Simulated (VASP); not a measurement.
# Zn (Im-3m) in VASP: a series of runs, part 2 of 2

VASP 6.6.1. Earlier steps stand in the parts before.

### Step 3. Single point, r2SCAN

This run uses another cell than the first one, of 15.45 Å³/atom, 1.085 times its volume.

The input, POSCAR:

```
Zn
1.0
   -1.5690370000      1.5690370000      1.5690370000
    1.5690370000     -1.5690370000      1.5690370000
    1.5690370000      1.5690370000     -1.5690370000
Zn
1
Direct
    0.0000000000      0.0000000000      0.0000000000
```

The input, INCAR.step1:

```
SYSTEM = Zn
  PREC = Accurate
  ENCUT = 520
  ISMEAR = -1
  SIGMA = 0.1
  LREAL = .False.
  LASPH = .True.
  NELM = 60
  NBANDS = 12
  GGA = PE
  ALGO = Normal
  EDIFF = 1E-4
  LWAVE = .True.
  LCHARG = .False.
```

The input, INCAR.step2:

```
SYSTEM = Zn
  PREC = Accurate
  ENCUT = 520
  EDIFF = 1E-6
  ISMEAR = -1
  SIGMA = 0.1
  LREAL = .False.
  LASPH = .True.
  NELM = 60
  ALGO = Normal
  ISIF = 2
  LWAVE = .False.
  LCHARG = .False.
  METAGGA = R2SCAN
  LMIXTAU = .True.
  NBANDS = 12
  ISTART = 1
```

The input, KPOINTS:

```
regular mesh
0
Gamma
  7 7 7
  0 0 0
```

Potentials or basis: VASP PAW PBE potentials, release 64 (Zn).

Command:

```
$ cat potpaw_PBE.64/Zn/POTCAR > POTCAR
$ cp INCAR.step1 INCAR
$ mpirun -np 1 vasp_std > vasp.out
$ cp INCAR.step2 INCAR
$ mpirun -np 1 vasp_std > vasp.out
```

OUTCAR:

```text
SYSTEM = Zn
   PREC = Accurate
   ENCUT = 520
   EDIFF = 1E-6
   ISMEAR = -1
   LREAL = .False.
   LASPH = .True.
   NELM = 60
   ISIF = 2
   METAGGA = R2SCAN
   ISTART = 1

 ion  position               nearest neighbor table
   1  0.000  0.000  0.000-

  LATTYP: Found a body centered cubic cell.
 ALAT       =     3.1380740000

  Lattice vectors:

 A1 = (  -1.5690370000,   1.5690370000,   1.5690370000)
 A2 = (   1.5690370000,  -1.5690370000,   1.5690370000)
 A3 = (   1.5690370000,   1.5690370000,  -1.5690370000)

Analysis of symmetry for initial positions (statically):
=====================================================================
 Subroutine PRICEL returns:
 Original cell was already a primitive cell.

 Routine SETGRP: Setting up the symmetry group for a
 body centered cubic supercell.

 Subroutine GETGRP returns: Found 48 space group operations
 (whereof 48 operations were pure point group operations)
 out of a pool of 48 trial point group operations.

The static configuration has the point symmetry O_h .

Analysis of symmetry for dynamics (positions and initial velocities):
=====================================================================
 Subroutine PRICEL returns:
 Original cell was already a primitive cell.

 Routine SETGRP: Setting up the symmetry group for a
 body centered cubic supercell.

 Subroutine GETGRP returns: Found 48 space group operations
 (whereof 48 operations were pure point group operations)
 out of a pool of 48 trial point group operations.

The dynamic configuration has the point symmetry O_h .

 Subroutine INISYM returns: Found 48 space group operations
 (whereof 48 operations are pure point group operations),
 and found     1 'primitive' translations

----------------------------------------------------------------------------------------

                                     Primitive cell

  volume of cell :      15.4511

  direct lattice vectors                    reciprocal lattice vectors
    -1.569037000  1.569037000  1.569037000     0.000000000  0.318666800  0.318666800
     1.569037000 -1.569037000  1.569037000     0.318666800  0.000000000  0.318666800
     1.569037000  1.569037000 -1.569037000     0.318666800  0.318666800  0.000000000

  length of vectors
     2.717651803  2.717651803  2.717651803     0.450662911  0.450662911  0.450662911

  position of ions in fractional coordinates (direct lattice)
     0.000000000  0.000000000  0.000000000

  ion indices of the primitive-cell ions
   primitive index   ion index
                 1           1

----------------------------------------------------------------------------------------

 KPOINTS: regular mesh

Automatic generation of k-mesh.
 Grid dimensions read from file:
 generate k-points for:    7    7    7

 Generating k-lattice:

  Cartesian coordinates                     Fractional coordinates (reciprocal lattice)
     0.000000000  0.045523829  0.045523829     0.142857143  0.000000000  0.000000000
     0.045523829  0.000000000  0.045523829     0.000000000  0.142857143  0.000000000
     0.045523829  0.045523829  0.000000000     0.000000000  0.000000000  0.142857143

  Length of vectors
     0.064380416  0.064380416  0.064380416

  Shift w.r.t. Gamma in fractional coordinates (k-lattice)
     0.000000000  0.000000000  0.000000000

 Subroutine IBZKPT returns following result:
 ===========================================

 Found     20 irreducible k-points:

 Following reciprocal coordinates:
            Coordinates               Weight
  0.000000  0.000000  0.000000      1.000000
  0.142857  0.000000  0.000000     12.000000
  0.285714  0.000000  0.000000     12.000000
  0.428571  0.000000  0.000000     12.000000
  0.142857  0.142857  0.000000     24.000000
  0.285714  0.142857  0.000000     48.000000
[... 12 lines left out ...]
 -0.428571 -0.428571  0.285714      8.000000
 -0.428571  0.428571  0.428571      6.000000
   k-points           NKPTS =     20   k-points in BZ     NKDIM =     20   number of bands    NBANDS=     12
   number of dos      NEDOS =    301   number of ions     NIONS =      1
   total plane-waves  NPLWV =   8000
   dimension x,y,z NGX =    20 NGY =   20 NGZ =   20
   dimension x,y,z NGXF=    40 NGYF=   40 NGZF=   40
   ions per type =               1
   NGX,Y,Z   is equivalent  to a cutoff of  12.23, 12.23, 12.23 a.u.
   NGXF,Y,Z  is equivalent  to a cutoff of  24.47, 24.47, 24.47 a.u.
 SYSTEM =  Zn
   PREC   = accura    normal or accurate (medium, high low for compatibility)
   ISTART =      1    job   : 0-new  1-cont  2-samecut
   ICHARG =      0    charge: 1-file 2-atom 10-const
   ISPIN  =      1    spin polarized calculation?
   LNONCOLLINEAR =      F non collinear calculations
   LSORBIT =      F    spin-orbit coupling
   LASPH  =      T    aspherical Exc in radial PAW
   ENCUT  =  520.0 eV  38.22 Ry    6.18 a.u.   5.05  5.05  5.05*2*pi/ulx,y,z
   NELM   =     60;   NELMIN=  2; NELMDL=  0     # of ELM steps
   EDIFF  = 0.1E-05   stopping-criterion for ELM
   LREAL  =      F    real-space projection
   EDIFFG = 0.1E-04   stopping-criterion for IOM
   NSW    =      0    number of steps for IOM
   IBRION =     -1    ionic relax: 0-MD 1-quasi-New 2-CG
   NFREE  =      0    steps in history (QN), initial steepest desc. (CG)
   ISIF   =      2    stress and relaxation
   ISYM   =      2    0-nonsym 1-usesym 2-fastsym
   POTIM  = 0.5000    time-step for ionic-motion
   TEBEG  =    0.0;   TEEND  =   0.0 temperature during run
   PSTRESS=    0.0 pullay stress
   NELECT =      12.0000    total number of electrons
   NUPDOWN=      -1.0000    fix difference up-down
   EMIN   =  10.00;   EMAX   =-10.00  energy-range for DOS
   EFERMI =   0.00;   METHOD = LEGACY
   ISMEAR =    -1;   SIGMA  =   0.10  broadening in eV -4-tet -1-fermi 0-gaus
   EFERMI_NEDOS =   21; number of points for ismear=-14 and -15
   IALGO  =     38    algorithm
   IMIX   =      4    mixing-type and parameters
     AMIX     =   0.40;   BMIX     =  1.00
     AMIX_MAG =   1.60;   BMIX_MAG =  1.00
  volume/ion in A,a.u.               =      15.45       104.27
  Fermi-wavevector in a.u.,A,eV,Ry     =   1.504811  2.843681 30.809811  2.264457
  Thomas-Fermi vector in A             =   2.615742
   LORBIT       =      0    0 simple, 1 ext, 2 COOP (PROOUT), +10 PAW based schemes
   METAGGA = R2SCAN    functional components
   LHFCALC =     F    Hartree Fock is set to
   AEXX    =    0.0000 exact exchange contribution
   IVDW    =     0    specifies the selected vdW correction
   LEPSILON=     F    determine dielectric tensor
   LRPA    =     F    only Hartree local field effects (RPA)
 non-spin polarized calculation
  energy-cutoff  :      520.00
  volume of cell :       15.45
 maximum number of plane-waves:       429
   NGX = 11   NGY = 11   NGZ = 11

 number of electron      12.0000023 magnetization

 Free energy of the ion-electron system (eV)
  ---------------------------------------------------
  ext. energy  EPLUGINS =         0.00000000
  ---------------------------------------------------
  free energy    TOTEN  =        -8.82975187 eV

  energy without entropy =       -8.82450682  energy(sigma->0) =       -8.82712934

 E-fermi :   2.8045     XC(G=0): -12.5914

 val. band max:        2.5586653709   @ k =  -0.4286  -0.4286   0.1429
 cond. band min:       3.3095778474   @ k =  -0.4286  -0.4286   0.1429
 fundamental gap:      0.7509124765
 Fermi energy:         2.8045442957

 k-point     1 :       0.0000    0.0000    0.0000
  band No.  band energies     occupation
      1      -7.8671      2.00000
      2      -5.1223      2.00000
      3      -5.1222      2.00000
      4      -5.1222      2.00000
      5      -4.6223      2.00000
      6      -4.6223      2.00000
      7      23.1062      0.00000
      8      23.1062      0.00000
      9      23.1064      0.00000
     10      24.6755      0.00000
     11      24.6755      0.00000
     12      24.6755      0.00000
[... 271 lines left out ...]
 k-point    20 :      -0.4286    0.4286    0.4286
  band No.  band energies     occupation
      1      -5.6412      2.00000
      2      -5.6292      2.00000
      3      -4.4413      2.00000
      4      -4.4412      2.00000
      5      -4.3991      2.00000
      6       4.6604      0.00000
      7       7.8594      0.00000
      8       7.8597      0.00000
      9      11.5274      0.00000
     10      11.9107      0.00000
     11      14.8569      0.00000
     12      35.2592      0.00000

------------------------ aborting loop because EDIFF is reached ----------------------------------------

  FORCE on cell =-STRESS in cart. coord.  units (eV):
  Direction    XX          YY          ZZ          XY          YZ          ZX
  --------------------------------------------------------------------------------------
  -------------------------------------------------------------------------------------
  Total       -0.5069331     -0.5069331     -0.5069331     -0.0000000      0.0000000     -0.0000000
  in kB      -52.5656100    -52.5656100    -52.5656100     -0.0000000      0.0000000     -0.0000000
  external PRESSURE =     -52.5656100 kB  Pullay stress =       0.0000000 kB

 VOLUME and BASIS-vectors are now :
 -----------------------------------------------------------------------------
  energy-cutoff  :      520.00
  volume of cell :       15.45
      direct lattice vectors                 reciprocal lattice vectors
    -1.569037000  1.569037000  1.569037000     0.000000000  0.318666800  0.318666800
     1.569037000 -1.569037000  1.569037000     0.318666800  0.000000000  0.318666800
     1.569037000  1.569037000 -1.569037000     0.318666800  0.318666800  0.000000000

 POSITION                                       TOTAL-FORCE (eV/Angst)
 -----------------------------------------------------------------------------------
      0.00000      0.00000      0.00000        -0.000000     -0.000000     -0.000000
 -----------------------------------------------------------------------------------
    total drift:                                0.000000     -0.000000      0.000000

  FREE ENERGIE OF THE ION-ELECTRON SYSTEM (eV)
  ---------------------------------------------------
  free  energy   TOTEN  =        -8.8297518677 eV

  energy  without entropy=       -8.8245068184  energy(sigma->0) =       -8.82712934
```

OUTCAR.step1:

```text
SYSTEM = Zn
   PREC = Accurate
   ENCUT = 520
   ISMEAR = -1
   LREAL = .False.
   LASPH = .True.
[... 509 lines left out ...]
 -----------------------------------------------------------------------------------
      0.00000      0.00000      0.00000         0.000000     -0.000000      0.000000
 -----------------------------------------------------------------------------------
    total drift:                                0.000000     -0.000000      0.000000

  FREE ENERGIE OF THE ION-ELECTRON SYSTEM (eV)
  ---------------------------------------------------
  free  energy   TOTEN  =        -1.0635066334 eV

  energy  without entropy=       -1.0562736389  energy(sigma->0) =       -1.05989014
```

OSZICAR.step1:

```text
N       E                     dE             d eps       ncg     rms          rms(c)
DAV:   1     0.422443138605E+02    0.42244E+02   -0.64121E+03   520   0.155E+03
DAV:   2    -0.542921883684E-01   -0.42299E+02   -0.40847E+02   484   0.221E+02
DAV:   3    -0.115558931414E+01   -0.11013E+01   -0.11002E+01   572   0.349E+01
DAV:   4    -0.115762999971E+01   -0.20407E-02   -0.20406E-02   532   0.147E+00
DAV:   5    -0.115763153254E+01   -0.15328E-05   -0.15330E-05   428   0.394E-02    0.271E+00
DAV:   6    -0.107027795655E+01    0.87354E-01   -0.45254E-01   540   0.136E+01    0.209E+00
DAV:   7    -0.106562742371E+01    0.46505E-02   -0.80426E-03   504   0.173E+00    0.105E+00
DAV:   8    -0.106349825134E+01    0.21292E-02   -0.11609E-03   588   0.489E-01    0.409E-02
DAV:   9    -0.106350663344E+01   -0.83821E-05   -0.67713E-05   348   0.113E-01
   1 F= -.10635066E+01 E0= -.10598901E+01  d E =-.723299E-02
```

Wall time 12 s (1 thread of AMD EPYC 7R13 (Zen 3), shared host); peak memory 0.09 GiB.

Results:

- Free energy: -8.8298 eV
- Pressure: -5.3 GPa
- Band gap on the k mesh: zero (band 6 reaches 5.37 eV, above the bottom of band 7 at 2.35 eV)

Caveat: the k points lie up to 0.40 Å⁻¹ apart; the PAW data sets were made with another functional, which shifts forces and pressure a little.

### Step 4. Single point, r2SCAN

This run uses another cell than the first one, of 15.10 Å³/atom, 1.060 times its volume.

The input, POSCAR:

```
Zn
1.0
   -1.5568986390      1.5568986390      1.5568986390
    1.5568986390     -1.5568986390      1.5568986390
    1.5568986390      1.5568986390     -1.5568986390
Zn
1
Direct
    0.0000000000      0.0000000000      0.0000000000
```

INCAR.step1, as its differences from that of step 3:

```diff
@@ -7,3 +7,3 @@
   LASPH = .True.
-  NELM = 60
+  NELM = 80
   NBANDS = 12
```

The input, INCAR.step2:

```
SYSTEM = Zn
  PREC = Accurate
  ENCUT = 520
  EDIFF = 1E-7
  ISMEAR = -1
  SIGMA = 0.1
  LREAL = .False.
  LASPH = .True.
  NELM = 80
  ALGO = Normal
  ISIF = 2
  LWAVE = .False.
  LCHARG = .True.
  METAGGA = R2SCAN
  LMIXTAU = .True.
  LELF = .True.
  LVHAR = .True.
  NBANDS = 12
  ISTART = 1
```

KPOINTS is that of step 3.

Command:

```
$ cat potpaw_PBE.64/Zn/POTCAR > POTCAR
$ cp INCAR.step1 INCAR
$ mpirun -np 1 vasp_std > vasp.out
$ cp INCAR.step2 INCAR
$ mpirun -np 1 vasp_std > vasp.out
```

Wall time 14 s (1 thread of AMD EPYC 7R13 (Zen 3), shared host); peak memory 0.09 GiB.

Results (log left out):

| Property | Result |
| --- | --- |
| Free energy | -8.8400 eV |
| Pressure | -3.7 GPa |
| Band gap on the k mesh | zero (band 6 reaches 5.55 eV, above the bottom of band 7 at 2.56 eV) |

Levels at points of the mesh, in eV from the Fermi level:
```csv
k point,band 4,band 5,band 6,band 7,band 8,band 9
"(0.00, 0.00, 0.00)",-7.97,-7.45,-7.45,20.73,20.73,20.73
```

Caveat: the k points lie up to 0.41 Å⁻¹ apart; the PAW data sets were made with another functional, which shifts forces and pressure a little.

### Step 5. Single point, r2SCAN

This run uses another cell than the first one, of 14.33 Å³/atom, 1.007 times its volume.

The input, POSCAR:

```
Zn
1.0
   -1.5300998059      1.5300998059      1.5300998059
    1.5300998059     -1.5300998059      1.5300998059
    1.5300998059      1.5300998059     -1.5300998059
Zn
1
Direct
    0.0000000000      0.0000000000      0.0000000000
```

The input, INCAR.step1:

```
PREC = Accurate
ENCUT = 520
ISMEAR = -1
SIGMA = 0.1
LREAL = False
LASPH = True
NELM = 100
NBANDS = 12
GGA = PE
ALGO = Normal
EDIFF = 1E-4
LWAVE = True
LCHARG = False
```

The input, INCAR.step2:

```
PREC = Accurate
ENCUT = 520
EDIFF = 1E-6
ISMEAR = -1
SIGMA = 0.1
LREAL = False
LASPH = True
NELM = 100
ALGO = Normal
ISIF = 2
LWAVE = False
LCHARG = True
METAGGA = R2SCAN
LMIXTAU = True
LELF = True
LVHAR = True
NBANDS = 12
ISTART = 1
```

The input, KPOINTS:

```
regular mesh
0
Gamma
  7 7 7
```

Command:

```
$ cat potpaw_PBE.64/Zn/POTCAR > POTCAR
$ cp INCAR.step1 INCAR
$ mpirun -np 1 vasp_std > vasp.out
$ cp INCAR.step2 INCAR
$ mpirun -np 1 vasp_std > vasp.out
```

Run time: 12 s. Hardware: 1 thread of AMD EPYC 7R13 (Zen 3), shared host; peak memory 0.09 GiB.

It converged, with:

| Quantity | Value |
| --- | --- |
| Free energy | -8.8489 eV |
| Pressure | 0.5 GPa |
| Band gap on the k mesh | zero (band 6 reaches 5.96 eV, above the bottom of band 7 at 3.05 eV) |

Levels at points of the mesh, in eV from the Fermi level:
| k point | band 4 | band 5 | band 6 | band 7 | band 8 | band 9 |
| --- | --- | --- | --- | --- | --- | --- |
| (0.00, 0.00, 0.00) | -8.12 | -7.55 | -7.55 | 21.67 | 21.67 | 21.67 |

Caveat: the k points lie up to 0.41 Å⁻¹ apart; the PAW data sets were made with another functional, which shifts forces and pressure a little.

### Step 6. Summary

| cell | gap on the mesh (eV) | pressure (GPa) |
| --- | --- | --- |
| a = 2.644 Å, angles 109.5°, 1 atom | none | 1.1 |
| a = 2.718 Å, angles 109.5°, 1 atom | none | -5.3 |
| a = 2.697 Å, angles 109.5°, 1 atom | none | -3.7 |
| a = 2.650 Å, angles 109.5°, 1 atom | none | 0.5 |

Alike in all rows: task single point; level r2SCAN; potentials or basis VASP PAW PBE potentials, release 64 (Zn); no spin polarisation; k mesh 7 × 7 × 7; cutoff (eV) 520; smearing fermi-dirac 0.1 eV.

Caveats: all runs use coarse meshes; the PAW data sets were made with another functional, which shifts forces and pressure a little.

Total energies depend on the potentials used, so only differences within one code and one set of settings carry meaning.
